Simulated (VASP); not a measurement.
TiSi2, 18 atoms in the cell. The cell holds an amorphous packing of atoms, 18 atoms: a = 6.668 Å, b = 6.453 Å, c = 6.744 Å, α = 90.17°, β = 91.62°, γ = 85.70°. 

| Property | Result |
| --- | --- |
| Program | VASP 6.6.1 |
| Task | single point |
| Functional | PBE |
| Potentials or basis | VASP PAW PBE potentials, release 64 (Ti_sv, Si) |
| Cutoff | 520 eV |
| k mesh | 1 × 1 × 1, shifted |
| Occupations | fermi-dirac, width 0.1689 eV |
| Spin | no spin polarisation |
| Dipole correction | no |
| Further INCAR settings | LREAL = Auto; ALGO = Normal; EDIFF = 1e-06; NBANDS = 75; ISYM = 0 |

Potentials or basis: VASP PAW PBE potentials, release 64 (Ti_sv, Si).

The run is started by

```sh
$ cat potpaw_PBE.64/Ti_sv/POTCAR potpaw_PBE.64/Si/POTCAR > POTCAR
$ mpirun -np 1 vasp_std > vasp.out
```

Hardware: 1 thread of Intel(R) Xeon(R) 6975P-C (Granite Rapids), on a shared host.

Problem. How long does it take, and how much memory?

Solution. Wall time 32 s on 1 thread of Intel(R) Xeon(R) 6975P-C (Granite Rapids), with other jobs on the host, peak memory 0.32 GiB. Counts: scf iterations 19, k points 1.
